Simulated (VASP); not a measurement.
# Sb2Se3 (P4_2/n) in VASP: single point with PBE

Aim: the single point of Sb2Se3 with PBE.

Program: VASP 6.6.1. These are calculated values, not measurements. Logs are shortened: lines on timing, memory, paths and dates and some standing lists are left out, and cuts for length are marked.

## Step 1: The cell of the first run

The typed cell holds 10 atoms: a = 7.344 Å, b = 7.344 Å, c = 5.698 Å, α = 90.00°, β = 90.00°, γ = 90.00°.

The cell was built from a structure type or drawn by symmetry, and may not be a known phase.

## Step 2: Single point, PBE

INCAR reads:

```
PREC     = Accurate       # precision mode
ENCUT    = 500            # plane-wave cutoff, eV
EDIFF    = 1E-6           # SCF threshold, eV
ISMEAR   = 0              # smearing method
SIGMA    = 0.15           # smearing width, eV
LREAL    = False          # projectors in reciprocal space
LASPH    = True           # aspherical terms in the spheres
NELM     = 120            # most SCF steps
ALGO     = Normal         # electronic algorithm
ISIF     = 2              # what is computed and relaxed
LWAVE    = False          # write WAVECAR
LCHARG   = False          # write CHGCAR
GGA      = PE             # functional
NBANDS   = 39             # bands
GGA_COMPAT= False
```

KPOINTS reads:

```
regular mesh
0
Gamma
  2 2 2
```

POSCAR reads:

```
Sb2Se3
1.0
    7.3441006144      0.0000000000      0.0000000000
    0.0000000000      7.3441006144      0.0000000000
    0.0000000000      0.0000000000      5.6975459196
Sb Se
4 6
Direct
    0.7500000000      0.7500000000      0.7500000000
    0.2500000000      0.2500000000      0.7500000000
    0.7500000000      0.2500000000      0.2500000000
    0.2500000000      0.7500000000      0.2500000000
    0.5000000000      0.0000000000      0.9996546027
    0.5000000000      0.0000000000      0.4996546027
    0.0000000000      0.5000000000      0.5003453973
    0.0000000000      0.5000000000      0.0003453973
    0.0000000000      0.0000000000      0.0000000000
    0.5000000000      0.5000000000      0.5000000000
```

Potentials or basis: VASP PAW PBE potentials, release 64 (Sb, Se).

Command:

```
cat potpaw_PBE.64/Sb/POTCAR potpaw_PBE.64/Se/POTCAR > POTCAR
mpirun -np 1 vasp_std > vasp.out
```

OUTCAR:

```text
PREC = Accurate
   ENCUT = 500
   EDIFF = 1E-6
   ISMEAR = 0
   LREAL = False
   LASPH = True
   NELM = 120
   ISIF = 2
   GGA = PE

 ion  position               nearest neighbor table
   1  0.750  0.750  0.750-   5 2.96   7 2.96   9 2.96  10 2.96   6 2.96   8 2.96
   2  0.250  0.250  0.750-   5 2.96   7 2.96   9 2.96  10 2.96   6 2.96   8 2.96
   3  0.750  0.250  0.250-   6 2.96   8 2.96   9 2.96  10 2.96   7 2.96   5 2.96
   4  0.250  0.750  0.250-   6 2.96   8 2.96   9 2.96  10 2.96   7 2.96   5 2.96
   5  0.500  0.000  1.000-   1 2.96   2 2.96   3 2.96   4 2.96
   6  0.500  0.000  0.500-   3 2.96   4 2.96   1 2.96   2 2.96
   7  0.000  0.500  0.500-   1 2.96   2 2.96   3 2.96   4 2.96
   8  0.000  0.500  0.000-   3 2.96   4 2.96   1 2.96   2 2.96
   9  0.000  0.000  0.000-   1 2.96   2 2.96   3 2.96   4 2.96
  10  0.500  0.500  0.500-   1 2.96   2 2.96   3 2.96   4 2.96

  LATTYP: Found a simple tetragonal cell.
 ALAT       =     7.3441006144
 C/A-ratio  =     0.7757990010

  Lattice vectors:

 A1 = (   7.3441006144,   0.0000000000,   0.0000000000)
 A2 = (   0.0000000000,   7.3441006144,   0.0000000000)
 A3 = (   0.0000000000,   0.0000000000,   5.6975459196)

Analysis of symmetry for initial positions (statically):
=====================================================================
 Subroutine PRICEL returns:
 Original cell was already a primitive cell.

 Routine SETGRP: Setting up the symmetry group for a
 simple tetragonal supercell.

 Subroutine GETGRP returns: Found  8 space group operations
 (whereof  4 operations were pure point group operations)
 out of a pool of 16 trial point group operations.

The static configuration has the point symmetry S_4 .
 The point group associated with its full space group is C_4h.

Analysis of symmetry for dynamics (positions and initial velocities):
=====================================================================
 Subroutine PRICEL returns:
 Original cell was already a primitive cell.

 Routine SETGRP: Setting up the symmetry group for a
 simple tetragonal supercell.

 Subroutine GETGRP returns: Found  8 space group operations
 (whereof  4 operations were pure point group operations)
 out of a pool of 16 trial point group operations.

The dynamic configuration has the point symmetry S_4 .
 The point group associated with its full space group is C_4h.

 Subroutine INISYM returns: Found  8 space group operations
[... 101 lines left out ...]
   ISYM   =      2    0-nonsym 1-usesym 2-fastsym
   POTIM  = 0.5000    time-step for ionic-motion
   TEBEG  =    0.0;   TEEND  =   0.0 temperature during run
   PSTRESS=    0.0 pullay stress
   NELECT =      56.0000    total number of electrons
   NUPDOWN=      -1.0000    fix difference up-down
   EMIN   =  10.00;   EMAX   =-10.00  energy-range for DOS
   EFERMI =   0.00;   METHOD = LEGACY
   ISMEAR =     0;   SIGMA  =   0.15  broadening in eV -4-tet -1-fermi 0-gaus
   EFERMI_NEDOS =   21; number of points for ismear=-14 and -15
   IALGO  =     38    algorithm
   IMIX   =      4    mixing-type and parameters
     AMIX     =   0.40;   BMIX     =  1.00
     AMIX_MAG =   1.60;   BMIX_MAG =  1.00
  volume/ion in A,a.u.               =      30.73       207.38
  Fermi-wavevector in a.u.,A,eV,Ry     =   0.928145  1.753940 11.720781  0.861453
  Thomas-Fermi vector in A             =   2.054290
   LORBIT       =      0    0 simple, 1 ext, 2 COOP (PROOUT), +10 PAW based schemes
   GGA     = PE    functional components
   LHFCALC =     F    Hartree Fock is set to
   AEXX    =    0.0000 exact exchange contribution
   IVDW    =     0    specifies the selected vdW correction
   LEPSILON=     F    determine dielectric tensor
   LRPA    =     F    only Hartree local field effects (RPA)
 non-spin polarized calculation
 Gauss-broadening in eV      SIGMA  =   0.15
  energy-cutoff  :      500.00
  volume of cell :      307.30
 maximum number of plane-waves:      7844
 NGX is ok and might be reduce to    54
   NGX = 27   NGY = 27   NGZ = 21

 number of electron      56.0000004 magnetization

 Free energy of the ion-electron system (eV)
  ---------------------------------------------------
  ext. energy  EPLUGINS =         0.00000000
  ---------------------------------------------------
  free energy    TOTEN  =       -37.51990911 eV

  energy without entropy =      -37.50408015  energy(sigma->0) =      -37.51199463

 E-fermi :   3.8902     XC(G=0):  -8.7055

 val. band max:        3.7702792254   @ k =   0.5000   0.5000   0.5000
 cond. band min:       4.0820395845   @ k =   0.5000   0.0000   0.0000
 fundamental gap:      0.3117603592
 Fermi energy:         3.8902492362

 k-point     1 :       0.0000    0.0000    0.0000
  band No.  band energies     occupation
      1     -10.5523      2.00000
      2     -10.0682      2.00000
      3      -8.6565      2.00000
      4      -8.4249      2.00000
      5      -7.7680      2.00000
      6      -7.7652      2.00000
[... 241 lines left out ...]
     38       7.6380      0.00000
     39       7.8722      0.00000

------------------------ aborting loop because EDIFF is reached ----------------------------------------

  FORCE on cell =-STRESS in cart. coord.  units (eV):
  Direction    XX          YY          ZZ          XY          YZ          ZX
  --------------------------------------------------------------------------------------
  -------------------------------------------------------------------------------------
  Total       -0.0186811     -0.0186811     -0.0984850      0.0000000      0.0000000      0.0000000
  in kB       -0.0973974     -0.0973974     -0.5134705      0.0000001      0.0000000      0.0000000
  external PRESSURE =      -0.2360884 kB  Pullay stress =       0.0000000 kB

 VOLUME and BASIS-vectors are now :
 -----------------------------------------------------------------------------
  energy-cutoff  :      500.00
  volume of cell :      307.30
      direct lattice vectors                 reciprocal lattice vectors
     7.344100614  0.000000000  0.000000000     0.136163712  0.000000000  0.000000000
     0.000000000  7.344100614  0.000000000     0.000000000  0.136163712  0.000000000
     0.000000000  0.000000000  5.697545920     0.000000000  0.000000000  0.175514162

 POSITION                                       TOTAL-FORCE (eV/Angst)
 -----------------------------------------------------------------------------------
      5.50808      5.50808      4.27316        -0.000000      0.000000      0.000000
      1.83603      1.83603      4.27316         0.000000      0.000000     -0.000000
      5.50808      1.83603      1.42439        -0.000000     -0.000000      0.000000
      1.83603      5.50808      1.42439         0.000000      0.000000      0.000000
      3.67205      0.00000      5.69558        -0.000000     -0.000000      0.003927
      3.67205      0.00000      2.84681        -0.000000     -0.000000      0.003927
      0.00000      3.67205      2.85074        -0.000000      0.000000     -0.003927
      0.00000      3.67205      0.00197        -0.000000      0.000000     -0.003927
      0.00000      0.00000      0.00000        -0.000000     -0.000000      0.000000
      3.67205      3.67205      2.84877        -0.000000      0.000000      0.000000
 -----------------------------------------------------------------------------------
    total drift:                                0.000000     -0.000000      0.000000

  FREE ENERGIE OF THE ION-ELECTRON SYSTEM (eV)
  ---------------------------------------------------
  free  energy   TOTEN  =       -37.5199091064 eV

  energy  without entropy=      -37.5040801482  energy(sigma->0) =      -37.51199463
```

OSZICAR:

```text
N       E                     dE             d eps       ncg     rms          rms(c)
DAV:   1     0.317987986590E+03    0.31799E+03   -0.20255E+04   468   0.114E+03
DAV:   2    -0.243166783617E+01   -0.32042E+03   -0.30909E+03   581   0.190E+02
DAV:   3    -0.377102185516E+02   -0.35279E+02   -0.34364E+02   577   0.686E+01
DAV:   4    -0.385537735416E+02   -0.84355E+00   -0.83690E+00   578   0.115E+01
DAV:   5    -0.385710345853E+02   -0.17261E-01   -0.17247E-01   612   0.163E+00    0.833E+00
DAV:   6    -0.374800978549E+02    0.10909E+01   -0.20999E+00   549   0.493E+00    0.512E+00
DAV:   7    -0.375155916660E+02   -0.35494E-01   -0.48050E-01   545   0.220E+00    0.216E+00
DAV:   8    -0.375181322433E+02   -0.25406E-02   -0.27158E-02   580   0.656E-01    0.657E-01
DAV:   9    -0.375194186407E+02   -0.12864E-02   -0.61636E-03   585   0.351E-01    0.122E-01
DAV:  10    -0.375197897883E+02   -0.37115E-03   -0.72038E-04   517   0.114E-01    0.378E-02
DAV:  11    -0.375198892189E+02   -0.99431E-04   -0.13021E-04   568   0.489E-02    0.154E-02
DAV:  12    -0.375199049996E+02   -0.15781E-04   -0.24537E-05   549   0.180E-02    0.930E-03
DAV:  13    -0.375199076242E+02   -0.26246E-05   -0.28695E-06   488   0.656E-03    0.482E-03
DAV:  14    -0.375199089013E+02   -0.12771E-05   -0.11338E-06   366   0.379E-03    0.886E-04
DAV:  15    -0.375199091064E+02   -0.20514E-06   -0.39225E-07   304   0.242E-03
   1 F= -.37519909E+02 E0= -.37511995E+02  d E =-.158290E-01
```

Run time: 43 s. Hardware: 1 thread of Intel Xeon 6975P-C (Granite Rapids), shared host; peak memory 0.35 GiB.

What came out:

| Quantity | Value |
| --- | --- |
| Free energy | -37.5199 eV |
| Pressure | 0.0 GPa |
| Largest force | 0.004 eV/Å |
| Band gap on the k mesh | zero (bands 28 and 29 overlap by 0.75 eV) |

Forces on the atoms (eV/Å):
```
Sb   0.000  0.000  0.000
Sb   0.000  0.000  0.000
Sb   0.000  0.000  0.000
Sb   0.000  0.000  0.000
Se   0.000  0.000  0.004
Se   0.000  0.000  0.004
Se   0.000  0.000 -0.004
Se   0.000  0.000 -0.004
Se   0.000  0.000  0.000
Se   0.000  0.000  0.000
```

Caveat: the k points lie up to 0.55 Å⁻¹ apart, too coarse for converged energies and pressures of a metal; spin-orbit coupling is left out, which moves the levels of the heavy elements.
